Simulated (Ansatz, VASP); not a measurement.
**BiCCl in VASP and in Ansatz**

```xyz
6
Lattice="3.8486 0.0000 0.0000 0.0000 4.4379 0.0000 0.0000 0.0000 9.3953" Properties=species:S:1:pos:R:3 pbc="T T T"
Bi    1.9243    0.0000    3.5722
Bi    0.0000    2.2190    5.8230
C     1.9243    2.2190    4.2452
C     0.0000    0.0000    5.1501
Cl    0.0000    0.0000    1.5574
Cl    1.9243    2.2190    7.8378
```

Change from the starting cell: species swapped into the AlClO type (Pmmn, No. 59).

Alike in both runs: functional PBE; k mesh 10 × 8 × 4; occupations gaussian, width 0.02 eV; no spin polarisation.

Ansatz relaxed the structure, and its values are those at the end. VASP's run is a single point on that final structure, the one shown.

```csv
,VASP,Ansatz
version,VASP 6.6.1,Ansatz 0.2.0
potentials or method,"VASP PAW PBE potentials, release 64 (Bi_d, C, Cl), cutoff 520 eV","scalar-relativistic, plane waves, PAW"
valence electrons in the cell,52,52
```

```tsv
	VASP	Ansatz	Ansatz less VASP
gap on the k mesh at the Fermi level (eV)	0.26	0.26	+0.005
least direct gap on the mesh (eV)	0.67	0.67	+0.001
pressure (GPa)	0.0	0.0	+0.01
rms of the force components (eV/Å)	0.008	0.001	-0.0070
```

The functional is the same, so the differences come from potentials, cutoffs and numerics.

Neither program's run includes spin-orbit coupling.
